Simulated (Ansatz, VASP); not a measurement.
# Hf2SeS3 in VASP and in Ansatz

```
Hf Se S
1.0
     6.42794    0.00000    0.00000
    -3.21397    5.56676    0.00000
     0.00000    0.00000    4.07527
Hf Se S
2 1 3
Direct
  0.33333 0.66667 0.50000
  0.66667 0.33333 0.50000
  0.00000 0.00000 0.00000
  0.50000 0.00000 0.50000
  0.00000 0.50000 0.50000
  0.50000 0.50000 0.50000
```

Alike in both runs: task relaxation of cell and atoms; functional PBE; k mesh 3 × 3 × 4; occupations gaussian, width 0.1 eV; no spin polarisation.

|  | VASP | Ansatz |
| --- | --- | --- |
| version | VASP 6.6.1 | Ansatz 0.2.0 |
| potentials or method | VASP PAW PBE potentials, release 64 (Hf_pv, Se, S), cutoff 600 eV | scalar-relativistic, plane waves, PAW |
| valence electrons in the cell | 44 | 86 |

Ansatz gave:

| Property | Result |
| --- | --- |
| gap on the k mesh at the Fermi level, each at its own relaxed structure (eV) | none |
| relaxed volume (Å³/atom) | 33.21 |
| relaxed length of the cell vector where the two differ most in proportion (Å) | 8.182 |

Which values does VASP return?

gap on the k mesh at the Fermi level, each at its own relaxed structure (eV): none; relaxed volume (Å³/atom): 33.12; relaxed length of the cell vector where the two differ most in proportion (Å): 8.170.

A gap of «none» marks a metal or a gap that the smearing closes. VASP's potentials hold 44 valence electrons a cell and Ansatz's 86, so a difference there can come from the potentials and not from the codes.

The k mesh is coarse, so the values compare programs but aren't converged. Neither program's run includes spin-orbit coupling. Noted on VASP's run: the volume moved by over 15 % at a fixed basis, so the end points are rough.
